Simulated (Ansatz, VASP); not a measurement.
**One calculation of CdSe, two programs**

Contents of POSCAR:

```
CdSe
1.0
    4.3055731906      0.0000000000      0.0000000000
    0.0000000000      4.3055731906      0.0000000000
    0.0000000000      0.0000000000      6.0701402112
Cd Se
2 2
Direct
    0.0000000000      0.0000000000      0.0000000000
    0.5000000000      0.5000000000      0.5000000000
    0.5000000000      0.0000000000      0.2500000000
    0.0000000000      0.5000000000      0.7500000000
```

INCAR.step1

```
PREC     = Accurate       # precision mode
ENCUT    = 520            # plane-wave cutoff, eV
ISMEAR   = 0              # smearing method
SIGMA    = 0.01           # smearing width, eV
LREAL    = F              # projectors in reciprocal space
LASPH    = T              # aspherical terms in the spheres
NELM     = 80             # most SCF steps
NBANDS   = 26             # bands
GGA      = PE             # functional
ALGO     = Normal         # electronic algorithm
EDIFF    = 1E-4           # SCF threshold, eV
LWAVE    = T              # write WAVECAR
LCHARG   = F              # write CHGCAR
```

The input INCAR.step2:

```
PREC     = Accurate       # precision mode
ENCUT    = 520            # plane-wave cutoff, eV
EDIFF    = 1E-7           # SCF threshold, eV
ISMEAR   = 0              # smearing method
SIGMA    = 0.01           # smearing width, eV
LREAL    = F              # projectors in reciprocal space
LASPH    = T              # aspherical terms in the spheres
NELM     = 80             # most SCF steps
ALGO     = Normal         # electronic algorithm
ISIF     = 2              # what is computed and relaxed
LWAVE    = F              # write WAVECAR
LCHARG   = T              # write CHGCAR
METAGGA  = R2SCAN         # meta-GGA
LMIXTAU  = T            
LELF     = T              # ELF
LVHAR    = T            
NBANDS   = 26             # bands
ISTART   = 1
```

The input KPOINTS:

```
regular mesh
0
Gamma
  6 6 4
```

Input for Ansatz:

```yaml
crystal:
  lattice:
    - [4.3055731906, 0.0, 0.0]
    - [0.0, 4.3055731906, 0.0]
    - [0.0, 0.0, 6.0701402112]
  atoms:
    - { symbol: Cd, position: [0.0, 0.0, 0.0] }
    - { symbol: Se, position: [0.5, 0.0, 0.25] }
    - { symbol: Cd, position: [0.5, 0.5, 0.5] }
    - { symbol: Se, position: [0.0, 0.5, 0.75] }
scf:
  occupations: { method: fixed }
  n_extra_bands: 6
output:
  write_density: true
  write_potential: true
  elf: true
  volumetric_format: npy
kpoints:
  mp_grid: { grid: [6, 6, 4] }
hamiltonian:
  xc: r2scan
```

Alike in both runs: task single point; functional r2SCAN; k mesh 6 × 6 × 4; no spin polarisation.

```csv
,VASP,Ansatz
version,VASP 6.6.1,Ansatz 0.2.0
potentials or method,"VASP PAW PBE potentials, release 64 (Cd, Se)","scalar-relativistic, plane waves, PAW"
plane-wave cutoff (eV),520,500
occupations,"gaussian, width 0.01 eV",fixed
valence electrons in the cell,36,72
```

```tsv
	VASP	Ansatz	Ansatz less VASP
gap on the k mesh at the Fermi level (eV)	1.08	1.09	+0.009
least direct gap on the mesh (eV)	1.08	1.09	+0.009
```

VASP's potentials were made for PBE, not for r2SCAN. VASP's potentials hold 36 valence electrons a cell and Ansatz's 72, so a difference there can come from the potentials and not from the codes.
